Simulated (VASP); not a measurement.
# Y2SiF2 (P4mm) in VASP: single point with PBE

Aim: the single point of Y2SiF2 with PBE.

Program: VASP 6.6.1. These are calculated values, not measurements. Logs are shortened: lines on timing, memory, paths and dates and some standing lists are left out, and cuts for length are marked.

**1. The cell of the first run**

Symmetry: P4mm, No. 99, tetragonal system. The conventional cell has a = 5.779 Å, b = 5.779 Å, c = 4.321 Å, α = 90.00°, β = 90.00°, γ = 90.00°. Within 2.9 Å of Y (site symmetry 2mm) lie 2 F at 2.16 Å and 2 Si at 2.89 Å. Within 3.8 Å of Si (site symmetry 4mm) lie 4 Y at 2.89 Å and 8 F at 3.60 to 3.62 Å. F (site symmetry 2mm) has 2 Y at 2.16 Å within 2.9 Å.

**2. Single point, PBE**

Input file INCAR:

```
PREC = Accurate ; ENCUT = 520
EDIFF = 1E-6 ; ISMEAR = 0
SIGMA = 0.1 ; LREAL = F
LASPH = T ; NELM = 100
ALGO = Normal ; ISIF = 2
LWAVE = F ; LCHARG = F
GGA = PE ; NBANDS = 28
```

Input file KPOINTS:

```
regular mesh
0
Gamma
  6 6 4
```

Input file POSCAR:

```
Y2SiF2
1.0
    5.7785147981      0.0000000000      0.0000000000
    0.0000000000      5.7785147981      0.0000000000
    0.0000000000      0.0000000000      4.3208833388
Y Si F
2 1 2
Direct
    0.0000000000      0.5000000000      0.9559057318
    0.5000000000      0.0000000000      0.9559057318
    0.5000000000      0.5000000000     -0.0398077745
    0.0000000000      0.5000000000      0.4559386604
    0.5000000000      0.0000000000      0.4559386604
```

Potentials or basis: VASP PAW PBE potentials, release 64 (Y_sv, Si, F).

Run with:

```sh
> cat potpaw_PBE.64/Y_sv/POTCAR potpaw_PBE.64/Si/POTCAR potpaw_PBE.64/F/POTCAR > POTCAR
> mpirun -np 1 vasp_std > vasp.out
```

OUTCAR:

```text
PREC = Accurate
   ENCUT = 520
   EDIFF = 1E-6
   ISMEAR = 0
   LREAL = F
   LASPH = T
   NELM = 100
   ISIF = 2
   GGA = PE

 ion  position               nearest neighbor table
   1  0.000  0.500  0.956-   4 2.16   4 2.16   3 2.89   3 2.89   2 4.09   2 4.09   2 4.09   2 4.09

   2  0.500  0.000  0.956-   5 2.16   5 2.16   3 2.89   3 2.89   1 4.09   1 4.09   1 4.09   1 4.09

   3  0.500  0.500  0.960-   1 2.89   2 2.89   2 2.89   1 2.89
   4  0.000  0.500  0.456-   1 2.16   1 2.16
   5  0.500  0.000  0.456-   2 2.16   2 2.16

  LATTYP: Found a simple tetragonal cell.
 ALAT       =     5.7785147981
 C/A-ratio  =     0.7477498094

  Lattice vectors:

 A1 = (   5.7785147981,   0.0000000000,   0.0000000000)
 A2 = (   0.0000000000,   5.7785147981,   0.0000000000)
 A3 = (   0.0000000000,   0.0000000000,   4.3208833388)

Analysis of symmetry for initial positions (statically):
=====================================================================
 Subroutine PRICEL returns:
 Original cell was already a primitive cell.

 Routine SETGRP: Setting up the symmetry group for a
 simple tetragonal supercell.

 Subroutine GETGRP returns: Found  8 space group operations
 (whereof  8 operations were pure point group operations)
 out of a pool of 16 trial point group operations.

The static configuration has the point symmetry C_4v.

Analysis of symmetry for dynamics (positions and initial velocities):
=====================================================================
 Subroutine PRICEL returns:
 Original cell was already a primitive cell.

 Routine SETGRP: Setting up the symmetry group for a
 simple tetragonal supercell.

 Subroutine GETGRP returns: Found  8 space group operations
 (whereof  8 operations were pure point group operations)
 out of a pool of 16 trial point group operations.

The dynamic configuration has the point symmetry C_4v.

 Subroutine INISYM returns: Found  8 space group operations
 (whereof  8 operations are pure point group operations),
 and found     1 'primitive' translations

----------------------------------------------------------------------------------------

                                     Primitive cell

  volume of cell :     144.2796

[... 93 lines left out ...]
   NELM   =    100;   NELMIN=  2; NELMDL= -5     # of ELM steps
   EDIFF  = 0.1E-05   stopping-criterion for ELM
   LREAL  =      F    real-space projection
   EDIFFG = 0.1E-04   stopping-criterion for IOM
   NSW    =      0    number of steps for IOM
   IBRION =     -1    ionic relax: 0-MD 1-quasi-New 2-CG
   NFREE  =      0    steps in history (QN), initial steepest desc. (CG)
   ISIF   =      2    stress and relaxation
   ISYM   =      2    0-nonsym 1-usesym 2-fastsym
   POTIM  = 0.5000    time-step for ionic-motion
   TEBEG  =    0.0;   TEEND  =   0.0 temperature during run
   PSTRESS=    0.0 pullay stress
   NELECT =      40.0000    total number of electrons
   NUPDOWN=      -1.0000    fix difference up-down
   EMIN   =  10.00;   EMAX   =-10.00  energy-range for DOS
   EFERMI =   0.00;   METHOD = LEGACY
   ISMEAR =     0;   SIGMA  =   0.10  broadening in eV -4-tet -1-fermi 0-gaus
   EFERMI_NEDOS =   21; number of points for ismear=-14 and -15
   IALGO  =     38    algorithm
   IMIX   =      4    mixing-type and parameters
     AMIX     =   0.40;   BMIX     =  1.00
     AMIX_MAG =   1.60;   BMIX_MAG =  1.00
  volume/ion in A,a.u.               =      28.86       194.73
  Fermi-wavevector in a.u.,A,eV,Ry     =   1.067480  2.017245 15.504029  1.139514
  Thomas-Fermi vector in A             =   2.203098
   LORBIT       =      0    0 simple, 1 ext, 2 COOP (PROOUT), +10 PAW based schemes
   GGA     = PE    functional components
   LHFCALC =     F    Hartree Fock is set to
   AEXX    =    0.0000 exact exchange contribution
   IVDW    =     0    specifies the selected vdW correction
   LEPSILON=     F    determine dielectric tensor
   LRPA    =     F    only Hartree local field effects (RPA)
 non-spin polarized calculation
 Gauss-broadening in eV      SIGMA  =   0.10
  energy-cutoff  :      520.00
  volume of cell :      144.28
 maximum number of plane-waves:      3936
 NGX is ok and might be reduce to    48
   NGX = 21   NGY = 21   NGZ = 17

 number of electron      39.9999981 magnetization

 Free energy of the ion-electron system (eV)
  ---------------------------------------------------
  ext. energy  EPLUGINS =         0.00000000
  ---------------------------------------------------
  free energy    TOTEN  =       -30.92535821 eV

  energy without entropy =      -30.90044513  energy(sigma->0) =      -30.91290167

 E-fermi :   1.6115     XC(G=0):  -7.8721

 val. band max:        1.5997223450   @ k =   0.5000   0.0000   0.2500
 cond. band min:       1.6180767372   @ k =   0.0000   0.0000   0.5000
 fundamental gap:      0.0183543923
 Fermi energy:         1.6115133555

 k-point     1 :       0.0000    0.0000    0.0000
  band No.  band energies     occupation
      1     -41.7752      2.00000
      2     -41.7677      2.00000
      3     -23.2439      2.00000
      4     -23.2324      2.00000
      5     -21.9272      2.00000
      6     -21.9144      2.00000
[... 733 lines left out ...]
     27       5.1146      0.00000
     28       5.3012      0.00000

 [... further k-points ...]

------------------------ aborting loop because EDIFF is reached ----------------------------------------

  FORCE on cell =-STRESS in cart. coord.  units (eV):
  Direction    XX          YY          ZZ          XY          YZ          ZX
  --------------------------------------------------------------------------------------
  -------------------------------------------------------------------------------------
  Total        0.0969125      0.0969125     -0.2428294      0.0000000      0.0000000      0.0000000
  in kB        1.0761810      1.0761810     -2.6965397      0.0000000      0.0000000      0.0000000
  external PRESSURE =      -0.1813925 kB  Pullay stress =       0.0000000 kB

 VOLUME and BASIS-vectors are now :
 -----------------------------------------------------------------------------
  energy-cutoff  :      520.00
  volume of cell :      144.28
      direct lattice vectors                 reciprocal lattice vectors
     5.778514798  0.000000000  0.000000000     0.173054848  0.000000000  0.000000000
     0.000000000  5.778514798  0.000000000     0.000000000  0.173054848  0.000000000
     0.000000000  0.000000000  4.320883339     0.000000000  0.000000000  0.231434159

 POSITION                                       TOTAL-FORCE (eV/Angst)
 -----------------------------------------------------------------------------------
      0.00000      2.88926      4.13036         0.000000      0.000000     -0.004978
      2.88926      0.00000      4.13036        -0.000000     -0.000000     -0.004978
      2.88926      2.88926      4.14888        -0.000000      0.000000     -0.014173
      0.00000      2.88926      1.97006        -0.000000     -0.000000      0.012065
      2.88926      0.00000      1.97006        -0.000000     -0.000000      0.012065
 -----------------------------------------------------------------------------------
    total drift:                                0.000000      0.000000      0.001601

  FREE ENERGIE OF THE ION-ELECTRON SYSTEM (eV)
  ---------------------------------------------------
  free  energy   TOTEN  =       -30.9253582071 eV

  energy  without entropy=      -30.9004451325  energy(sigma->0) =      -30.91290167
```

stdout:

```text
POSCAR found type information on POSCAR Y SiF
 POSCAR found :  3 types and       5 ions
 scaLAPACK will be used
 LDA part: xc-table for (Slater+PW92), standard interpolation
 POSCAR, INCAR and KPOINTS ok, starting setup
 FFT: planning ... GRIDC
 FFT: planning ... GRID_SOFT
 FFT: planning ... GRID
 WAVECAR not read
 entering main loop
```

Wall time 2.2 min (1 thread of Intel Xeon Platinum 8259CL at 2.50GHz (Skylake/Cascade Lake), shared host); peak memory 0.33 GiB.

What came out:

| Item | Value |
| --- | --- |
| Free energy | -30.9254 eV |
| Pressure | 0.0 GPa |
| Largest force | 0.014 eV/Å |
| Band gap on the k mesh | zero (band 20 reaches 1.81 eV, above the bottom of band 21 at 1.38 eV) |

Forces on the atoms (eV/Å):
```
Y    0.000  0.000 -0.005
Y    0.000  0.000 -0.005
Si   0.000  0.000 -0.014
F    0.000  0.000  0.012
F    0.000  0.000  0.012
```

Stress tensor (GPa, compression positive):
```
 0.11  0.00  0.00
 0.00  0.11  0.00
 0.00  0.00 -0.27
```

Levels at points of the mesh, in eV from the Fermi level:
```
           k point  band 16  band 17  band 18  band 19  band 20  band 21  band 22  band 23  band 24  band 25
(0.00, 0.00, 0.00)    -5.87    -5.87    -1.26    -0.15    -0.15     0.02     1.52     1.81     1.81     2.22
(0.50, 0.00, 0.00)    -5.93    -5.69    -2.31    -0.76    -0.07     0.61     0.80     1.26     2.14     2.20
(0.50, 0.50, 0.00)    -5.80    -5.42    -2.48    -2.48     0.10     0.60     1.08     1.08     1.74     2.92
(0.00, 0.00, 0.50)    -6.14    -6.14    -0.74    -0.65     0.01     0.01     0.24     2.30     2.40     2.40
(0.50, 0.00, 0.50)    -6.26    -6.21    -1.99    -0.59    -0.57     0.40     1.03     1.62     2.05     2.74
(0.50, 0.50, 0.50)    -6.07    -5.89    -2.19    -2.19    -0.49     1.27     1.30     1.30     2.02     3.76
```

Caveat: the k points lie up to 0.36 Å⁻¹ apart.
